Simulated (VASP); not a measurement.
# Al2Cu (I4/mcm) in VASP: further runs

Al2Cu is run at these levels: PBE; tasks: single point.

Program: VASP 6.6.1. These are calculated values, not measurements. Logs are shortened: lines on timing, memory, paths and dates and some standing lists are left out, and cuts for length are marked.

### Step 1. The cell of the first run

It takes space group I4/mcm (No. 140, tetragonal). The conventional cell has a = 5.750 Å, b = 5.750 Å, c = 5.078 Å, α = 90.00°, β = 90.00°, γ = 90.00°. Al (site symmetry m2m) has 4 Cu at 2.51 Å and 11 Al at 2.58 to 3.13 Å within 3.3 Å. Within 3.3 Å of Cu (site symmetry 422) lie 8 Al at 2.51 Å and 2 Cu at 2.54 Å.

### Step 2. Single point, PBE

INCAR

```
SYSTEM = Al2Cu
PREC     = Accurate       ! precision mode
ENCUT    = 520            ! plane-wave cutoff, eV
EDIFF    = 1E-6           ! SCF threshold, eV
ISMEAR   = 0              ! smearing method
SIGMA    = 0.15           ! smearing width, eV
LREAL    = .FALSE.        ! projectors in reciprocal space
LASPH    = .TRUE.         ! aspherical terms in the spheres
NELM     = 80             ! most SCF steps
ALGO     = Fast           ! electronic algorithm
ISIF     = 2              ! what is computed and relaxed
LWAVE    = .FALSE.        ! write WAVECAR
LCHARG   = .FALSE.        ! write CHGCAR
GGA      = PE             ! functional
NBANDS   = 26             ! bands
```

KPOINTS

```
Automatic mesh
0
G
  10 10 10
  0 0 0
```

POSCAR

```
Al2Cu
1.0
   -2.8748500000      2.8748500000      2.5389500000
    2.8748500000     -2.8748500000      2.5389500000
    2.8748500000      2.8748500000     -2.5389500000
Al Cu
4 2
Direct
    0.1587211657      0.6587211657      0.8174423314
    0.6587211657      0.8412788343      0.5000000000
    0.8412788343      0.3412788343      0.1825576686
    0.3412788343      0.1587211657      0.5000000000
    0.7500000000      0.7500000000      0.0000000000
    0.2500000000      0.2500000000      0.0000000000
```

Potentials or basis: VASP PAW PBE potentials, release 64 (Al, Cu).

Started as:

```console
cat potpaw_PBE.64/Al/POTCAR potpaw_PBE.64/Cu/POTCAR > POTCAR
mpirun -np 1 vasp_std > vasp.out
```

OUTCAR:

```text
SYSTEM = Al2Cu
   PREC = Accurate
   ENCUT = 520
   EDIFF = 1E-6
   ISMEAR = 0
   LREAL = .FALSE.
   LASPH = .TRUE.
   NELM = 80
   ISIF = 2
   GGA = PE

 ion  position               nearest neighbor table
   1  0.159  0.659  0.817-   5 2.51   6 2.51   5 2.51   6 2.51   3 2.58   3 2.94   3 2.94   2 3.06
                             4 3.06   4 3.06   2 3.06   4 3.13   2 3.13   2 3.13   4 3.13
   2  0.659  0.841  0.500-   6 2.51   5 2.51   5 2.51   6 2.51   4 2.58   4 2.94   4 2.94   3 3.06
                             1 3.06   3 3.06   1 3.06   3 3.13   1 3.13   1 3.13   3 3.13
   3  0.841  0.341  0.183-   5 2.51   6 2.51   5 2.51   6 2.51   1 2.58   1 2.94   1 2.94   2 3.06
                             4 3.06   4 3.06   2 3.06   4 3.13   2 3.13   2 3.13   4 3.13
   4  0.341  0.159  0.500-   5 2.51   6 2.51   6 2.51   5 2.51   2 2.58   2 2.94   2 2.94   1 3.06
                             1 3.06   3 3.06   3 3.06   3 3.13   1 3.13   1 3.13   3 3.13
   5  0.750  0.750  0.000-   4 2.51   3 2.51   1 2.51   2 2.51   3 2.51   2 2.51   4 2.51   1 2.51
                             6 2.54   6 2.54
   6  0.250  0.250  0.000-   3 2.51   2 2.51   1 2.51   3 2.51   4 2.51   4 2.51   1 2.51   2 2.51
                             5 2.54   5 2.54

  LATTYP: Found a body centered tetragonal cell.
 ALAT       =     5.7497000000
 C/A-ratio  =     0.8831591213

  Lattice vectors:

 A1 = (  -2.8748500000,   2.8748500000,   2.5389500000)
 A2 = (   2.8748500000,  -2.8748500000,   2.5389500000)
 A3 = (   2.8748500000,   2.8748500000,  -2.5389500000)

Analysis of symmetry for initial positions (statically):
=====================================================================
 Subroutine PRICEL returns:
 Original cell was already a primitive cell.

 Routine SETGRP: Setting up the symmetry group for a
 body centered tetragonal supercell.

 Subroutine GETGRP returns: Found 16 space group operations
 (whereof  8 operations were pure point group operations)
 out of a pool of 16 trial point group operations.

The static configuration has the point symmetry C_4h.
 The point group associated with its full space group is D_4h.

Analysis of symmetry for dynamics (positions and initial velocities):
=====================================================================
 Subroutine PRICEL returns:
 Original cell was already a primitive cell.

 Routine SETGRP: Setting up the symmetry group for a
 body centered tetragonal supercell.

 Subroutine GETGRP returns: Found 16 space group operations
 (whereof  8 operations were pure point group operations)
 out of a pool of 16 trial point group operations.

The dynamic configuration has the point symmetry C_4h.
 The point group associated with its full space group is D_4h.

 Subroutine INISYM returns: Found 16 space group operations
 (whereof  8 operations are pure point group operations),
 and found     1 'primitive' translations

----------------------------------------------------------------------------------------

                                     Primitive cell

  volume of cell :      83.9353

  direct lattice vectors                    reciprocal lattice vectors
    -2.874850000  2.874850000  2.538950000     0.000000000  0.173922118  0.196931803
     2.874850000 -2.874850000  2.538950000     0.173922118  0.000000000  0.196931803
     2.874850000  2.874850000 -2.538950000     0.173922118  0.173922118  0.000000000

  length of vectors
     4.793307016  4.793307016  4.793307016     0.262737584  0.262737584  0.245963018

  position of ions in fractional coordinates (direct lattice)
     0.158721166  0.658721166  0.817442331
     0.658721166  0.841278834  0.500000000
     0.841278834  0.341278834  0.182557669
     0.341278834  0.158721166  0.500000000
     0.750000000  0.750000000  0.000000000
     0.250000000  0.250000000  0.000000000

  ion indices of the primitive-cell ions
   primitive index   ion index
                 1           1
                 2           2
                 3           3
                 4           4
                 5           5
                 6           6

----------------------------------------------------------------------------------------

 KPOINTS: Automatic mesh

Automatic generation of k-mesh.
 Grid dimensions read from file:
 generate k-points for:   10   10   10

 Generating k-lattice:

  Cartesian coordinates                     Fractional coordinates (reciprocal lattice)
     0.000000000  0.017392212  0.019693180     0.100000000  0.000000000 -0.000000000
     0.017392212  0.000000000  0.019693180     0.000000000  0.100000000 -0.000000000
     0.017392212  0.017392212  0.000000000     0.000000000  0.000000000  0.100000000

  Length of vectors
     0.026273758  0.026273758  0.024596302

  Shift w.r.t. Gamma in fractional coordinates (k-lattice)
     0.000000000  0.000000000  0.000000000

 Subroutine IBZKPT returns following result:
 ===========================================

 Found    102 irreducible k-points:

 Following reciprocal coordinates:
            Coordinates               Weight
  0.000000  0.000000  0.000000      1.000000
  0.100000  0.000000  0.000000      8.000000
  0.200000  0.000000  0.000000      8.000000
  0.300000  0.000000  0.000000      8.000000
  0.400000 -0.000000  0.000000      8.000000
  0.500000  0.000000  0.000000      4.000000
[... 16 lines left out ...]
  0.300000  0.300000  0.000000      8.000000
  0.400000  0.300000  0.000000     16.000000
 [... further k-points ...]
   k-points           NKPTS =    102   k-points in BZ     NKDIM =    102   number of bands    NBANDS=     26
   number of dos      NEDOS =    301   number of ions     NIONS =      6
   total plane-waves  NPLWV =  46656
   dimension x,y,z NGX =    36 NGY =   36 NGZ =   36
   dimension x,y,z NGXF=    72 NGYF=   72 NGZF=   72
   ions per type =               4   2
   NGX,Y,Z   is equivalent  to a cutoff of  12.49, 12.49, 12.49 a.u.
   NGXF,Y,Z  is equivalent  to a cutoff of  24.97, 24.97, 24.97 a.u.
 SYSTEM =  Al2Cu
   PREC   = accura    normal or accurate (medium, high low for compatibility)
   ISTART =      0    job   : 0-new  1-cont  2-samecut
   ICHARG =      2    charge: 1-file 2-atom 10-const
   ISPIN  =      1    spin polarized calculation?
   LNONCOLLINEAR =      F non collinear calculations
[... 20 lines left out ...]
   EFERMI_NEDOS =   21; number of points for ismear=-14 and -15
   IALGO  =     68    algorithm
   IMIX   =      4    mixing-type and parameters
     AMIX     =   0.40;   BMIX     =  1.00
     AMIX_MAG =   1.60;   BMIX_MAG =  1.00
  volume/ion in A,a.u.               =      13.99        94.40
  Fermi-wavevector in a.u.,A,eV,Ry     =   1.211303  2.289032 19.963231  1.467256
  Thomas-Fermi vector in A             =   2.346823
   LORBIT       =      0    0 simple, 1 ext, 2 COOP (PROOUT), +10 PAW based schemes
   GGA     = PE    functional components
   LHFCALC =     F    Hartree Fock is set to
   AEXX    =    0.0000 exact exchange contribution
   IVDW    =     0    specifies the selected vdW correction
   LEPSILON=     F    determine dielectric tensor
   LRPA    =     F    only Hartree local field effects (RPA)
 non-spin polarized calculation
 RMM-DIIS sequential band-by-band and
 Gauss-broadening in eV      SIGMA  =   0.15
  energy-cutoff  :      520.00
  volume of cell :       83.94
 maximum number of plane-waves:      2302
   NGX = 17   NGY = 17   NGZ = 17

 number of electron      33.9999957 magnetization

 Free energy of the ion-electron system (eV)
  ---------------------------------------------------
  ext. energy  EPLUGINS =         0.00000000
  ---------------------------------------------------
  free energy    TOTEN  =       -23.07625319 eV

  energy without entropy =      -23.05124181  energy(sigma->0) =      -23.06374750

 E-fermi :   8.6835     XC(G=0): -11.1241

 val. band max:        8.6803138908   @ k =  -0.3000   0.4000   0.1000
 cond. band min:       8.6871070064   @ k =  -0.3000  -0.3000   0.3000
 fundamental gap:      0.0067931156
 Fermi energy:         8.6835039625

 k-point     1 :       0.0000    0.0000    0.0000
  band No.  band energies     occupation
      1      -2.5175      2.00000
      2       3.2248      2.00000
      3       3.2248      2.00000
      4       3.2298      2.00000
      5       3.5143      2.00000
      6       4.2298      2.00000
[... 18 lines left out ...]
     25      15.1701      0.00000
     26      15.7231      0.00000

 k-point     2 :       0.1000    0.0000    0.0000
  band No.  band energies     occupation
      1      -2.4134      2.00000
      2       3.1904      2.00000
      3       3.2227      2.00000
      4       3.2231      2.00000
      5       3.5302      2.00000
      6       4.1713      2.00000
[... 18 lines left out ...]
     25      15.2816      0.00000
     26      16.0134      0.00000

 k-point     3 :       0.2000    0.0000    0.0000
  band No.  band energies     occupation
      1      -2.1022      2.00000
      2       2.9399      2.00000
      3       3.2062      2.00000
      4       3.2162      2.00000
      5       3.5697      2.00000
      6       4.0390      2.00000
[... 18 lines left out ...]
     25      15.6149      0.00000
     26      15.6425      0.00000

 k-point     4 :       0.3000    0.0000    0.0000
  band No.  band energies     occupation
      1      -1.5877      2.00000
      2       2.1394      2.00000
      3       3.1878      2.00000
      4       3.2054      2.00000
      5       3.6063      2.00000
      6       3.9949      2.00000
[... 18 lines left out ...]
     25      14.8707      0.00000
     26      16.1549      0.00000

 k-point     5 :       0.4000   -0.0000    0.0000
  band No.  band energies     occupation
      1      -0.8775      2.00000
      2       1.0531      2.00000
      3       3.1776      2.00000
      4       3.1916      2.00000
      5       3.6227      2.00000
      6       3.8099      2.00000
[... 18 lines left out ...]
     25      15.3773      0.00000
     26      15.6768      0.00000

 k-point     6 :       0.5000    0.0000    0.0000
  band No.  band energies     occupation
      1       0.0138      2.00000
      2       0.0138      2.00000
      3       3.1800      2.00000
      4       3.1800      2.00000
      5       3.6713      2.00000
      6       3.6713      2.00000
[... 427 lines left out ...]
 k-point    21 :      -0.3000    0.2000   -0.0000
  band No.  band energies     occupation
      1      -1.8712      2.00000
      2       2.2243      2.00000
      3       2.9827      2.00000
      4       3.3677      2.00000
      5       3.5284      2.00000
      6       4.1012      2.00000
[... 18 lines left out ...]
     25      13.4572      0.00000
     26      17.4384      0.00000

 k-point    22 :      -0.2000    0.2000    0.0000
  band No.  band energies     occupation
      1      -2.1547      2.00000
      2       2.6110      2.00000
      3       3.1079      2.00000
      4       3.3474      2.00000
      5       3.4929      2.00000
      6       4.1694      2.00000
[... 18 lines left out ...]
     25      13.2766      0.00000
     26      18.7984      0.00000

 k-point    23 :       0.3000    0.3000    0.0000
  band No.  band energies     occupation
      1       0.3163      2.00000
      2       0.8669      2.00000
      3       0.9460      2.00000
      4       3.0366      2.00000
      5       3.9133      2.00000
      6       3.9370      2.00000
[... 18 lines left out ...]
     25      14.6320      0.00000
     26      15.3198      0.00000

 k-point    24 :       0.4000    0.3000    0.0000
  band No.  band energies     occupation
      1      -0.0175      2.00000
      2       0.8334      2.00000
      3       1.2791      2.00000
      4       3.0781      2.00000
      5       3.7917      2.00000
      6       3.8873      2.00000
[... 18 lines left out ...]
     25      15.7809      0.00000
     26      15.9655      0.00000

 [... further k-points ...]
[... 5 lines left out ...]
  --------------------------------------------------------------------------------------
  -------------------------------------------------------------------------------------
  Total        6.2213212      6.2213212      0.7476307      0.0000000      0.0000000      0.0000000
  in kB      118.7541196    118.7541196     14.2709595      0.0000000      0.0000000      0.0000000
  external PRESSURE =      83.9263996 kB  Pullay stress =       0.0000000 kB

 VOLUME and BASIS-vectors are now :
 -----------------------------------------------------------------------------
  energy-cutoff  :      520.00
  volume of cell :       83.94
      direct lattice vectors                 reciprocal lattice vectors
    -2.874850000  2.874850000  2.538950000     0.000000000  0.173922118  0.196931803
     2.874850000 -2.874850000  2.538950000     0.173922118  0.000000000  0.196931803
     2.874850000  2.874850000 -2.538950000     0.173922118  0.173922118  0.000000000

 POSITION                                       TOTAL-FORCE (eV/Angst)
 -----------------------------------------------------------------------------------
      3.78745      0.91260      0.00000         0.215261      0.215261     -0.000000
      1.96225      0.91260      2.53895        -0.215261      0.215261     -0.000000
     -0.91260      1.96225      2.53895        -0.215261     -0.215261      0.000000
      0.91260      1.96225      0.00000         0.215261     -0.215261     -0.000000
      0.00000      0.00000      3.80842        -0.000000      0.000000      0.000000
      0.00000      0.00000      1.26947        -0.000000      0.000000      0.000000
 -----------------------------------------------------------------------------------
    total drift:                                0.000000     -0.000000      0.000000

  FREE ENERGIE OF THE ION-ELECTRON SYSTEM (eV)
  ---------------------------------------------------
  free  energy   TOTEN  =       -23.0762531874 eV

  energy  without entropy=      -23.0512418079  energy(sigma->0) =      -23.06374750
```

Run time: 2.2 min. Hardware: 1 thread of Intel Xeon 6975P-C (Granite Rapids), shared host; peak memory 0.33 GiB.

Results:

```yaml
Free_energy: -23.0763 eV
Pressure: 8.4 GPa
Largest_force: 0.304 eV/Å
Band_gap_on_the_k_mesh: zero (band 17 reaches 10.92 eV, above the bottom of band 18 at 7.30 eV)
```

Forces in eV/Å, atoms in the order of the input:
```
Al   0.215  0.215  0.000
Al  -0.215  0.215  0.000
Al  -0.215 -0.215  0.000
Al   0.215 -0.215  0.000
Cu   0.000  0.000  0.000
Cu   0.000  0.000  0.000
```

### Step 3. Single point, PBE

This run uses another cell than the first one, of 14.03 Å³/atom, 1.003 times its volume.

INCAR

```
SYSTEM = Al2Cu
ALGO = Fast
EDIFF = 1E-6
ENCUT = 520
GGA = PE
ISIF = 2
ISMEAR = 0
LASPH = .TRUE.
LCHARG = .FALSE.
LREAL = .FALSE.
LWAVE = .FALSE.
NBANDS = 26
NELM = 80
PREC = Accurate
SIGMA = 0.15
```

KPOINTS

```
k-points
0
G
  10 10 10
  0 0 0
```

Edit POSCAR of step 2 so:

```diff
@@ -2,5 +2,5 @@
 1.0
-   -2.8748500000      2.8748500000      2.5389500000
-    2.8748500000     -2.8748500000      2.5389500000
-    2.8748500000      2.8748500000     -2.5389500000
+   -2.9656500000      2.9656500000      2.3924500000
+    2.9656500000     -2.9656500000      2.3924500000
+    2.9656500000      2.9656500000     -2.3924500000
 Al Cu
```

Potentials or basis: VASP PAW PBE potentials, release 64 (Al, Cu).

Started as:

```console
cat potpaw_PBE.64/Al/POTCAR potpaw_PBE.64/Cu/POTCAR > POTCAR
mpirun -np 1 vasp_std > vasp.out
```

Wall time 2.3 min (1 thread of Intel Xeon 6975P-C (Granite Rapids), shared host); peak memory 0.32 GiB.

It converged, with:

| Item | Value |
| --- | --- |
| Free energy | -23.2792 eV |
| Pressure | 7.3 GPa |
| Largest force | 0.048 eV/Å |
| Band gap on the k mesh | zero (band 17 reaches 11.31 eV, above the bottom of band 18 at 6.81 eV) |

Forces in eV/Å, atoms in the order of the input:
```
Al  -0.034 -0.034  0.000
Al   0.034 -0.034  0.000
Al   0.034  0.034  0.000
Al  -0.034  0.034  0.000
Cu   0.000  0.000  0.000
Cu   0.000  0.000  0.000
```

Levels at points of the mesh, in eV from the Fermi level:
```csv
k point,band 13,band 14,band 15,band 16,band 17,band 18,band 19,band 20,band 21,band 22
"(0.00, 0.00, 0.00)",-3.06,-2.03,-1.47,-1.31,-1.31,-0.90,-0.15,0.00,1.60,1.60
"(0.50, 0.00, 0.00)",-3.21,-3.21,-2.69,-2.69,0.25,0.25,4.20,4.20,4.45,4.45
"(0.50, 0.50, 0.00)",-2.98,-2.95,-1.54,-1.38,-0.88,-0.69,0.86,1.37,4.70,4.84
"(0.50, 0.50, 0.50)",-3.49,-3.38,-3.38,-1.89,2.65,2.98,2.98,3.45,4.33,4.95
```

### Step 4. Single point, PBE

INCAR

```
PREC = Accurate ; ENCUT = 520
EDIFF = 1E-7 ; ISMEAR = 0
SIGMA = 0.15 ; LREAL = F
LASPH = T ; NELM = 100
ALGO = Fast ; ISIF = 2
LWAVE = F ; LCHARG = T
GGA = PE ; LELF = T
LVHAR = T ; NBANDS = 26
```

KPOINTS

```
Automatic mesh
0
Gamma
  10 10 10
```

Edit POSCAR of step 3 so:

```diff
@@ -2,5 +2,5 @@
 1.0
-   -2.9656500000      2.9656500000      2.3924500000
-    2.9656500000     -2.9656500000      2.3924500000
-    2.9656500000      2.9656500000     -2.3924500000
+   -2.9051000000      2.9051000000      2.4901000000
+    2.9051000000     -2.9051000000      2.4901000000
+    2.9051000000      2.9051000000     -2.4901000000
 Al Cu
```

Started as:

```console
cat potpaw_PBE.64/Al/POTCAR potpaw_PBE.64/Cu/POTCAR > POTCAR
mpirun -np 1 vasp_std > vasp.out
```

Run time: 3.2 min. Hardware: 1 thread of Intel Xeon 6975P-C (Granite Rapids), shared host; peak memory 0.33 GiB.

It converged, with:

| Property | Result |
| --- | --- |
| Free energy | -23.1813 eV |
| Pressure | 7.7 GPa |
| Largest force | 0.166 eV/Å |
| Band gap on the k mesh | zero (band 17 reaches 11.03 eV, above the bottom of band 18 at 7.13 eV) |

Forces in eV/Å, atoms in the order of the input:
```
Al   0.117  0.117  0.000
Al  -0.117  0.117  0.000
Al  -0.117 -0.117  0.000
Al   0.117 -0.117  0.000
Cu   0.000  0.000  0.000
Cu   0.000  0.000  0.000
```

Stress tensor (GPa, compression positive):
```
10.51  0.00  0.00
 0.00 10.51  0.00
 0.00  0.00  2.21
```

Levels at points of the mesh, in eV from the Fermi level:
| k point | band 14 | band 15 | band 16 | band 17 | band 18 | band 19 | band 20 | band 21 |
| --- | --- | --- | --- | --- | --- | --- | --- | --- |
| (0.00, 0.00, 0.00) | -1.84 | -1.69 | -1.46 | -1.46 | -1.13 | -0.05 | -0.01 | 1.26 |
| (0.50, 0.00, 0.00) | -3.15 | -2.65 | -2.65 | 0.45 | 0.45 | 3.64 | 3.64 | 4.72 |
| (0.50, 0.50, 0.00) | -3.20 | -1.51 | -1.17 | -1.02 | -0.70 | 1.27 | 1.83 | 4.83 |
| (0.50, 0.50, 0.50) | -3.54 | -3.39 | -2.13 | 2.38 | 2.95 | 2.95 | 3.65 | 4.09 |

### Step 5. Summary

| cell | further INCAR settings | gap on the mesh (eV) | pressure (GPa) | largest force (eV/Å) |
| --- | --- | --- | --- | --- |
| a = 4.793 Å, angles 106.3, 106.3, 116.0°, 6 atoms | ALGO = Fast; EDIFF = 1e-06; NBANDS = 26 | none | 8.4 | 0.30 |
| a = 4.828 Å, angles 104.2, 104.2, 120.6°, 6 atoms | ALGO = Fast; EDIFF = 1e-06; NBANDS = 26 | none | 7.3 | 0.05 |
| a = 4.804 Å, angles 105.6, 105.6, 117.6°, 6 atoms | ALGO = Fast; EDIFF = 1e-07; NBANDS = 26 | none | 7.7 | 0.17 |

Alike in all rows: task single point; level PBE; potentials or basis VASP PAW PBE potentials, release 64 (Al, Cu); no spin polarisation; k mesh 10 × 10 × 10; cutoff (eV) 520; smearing gaussian 0.15 eV.

Total energies depend on the potentials used, so only differences within one code and one set of settings carry meaning.
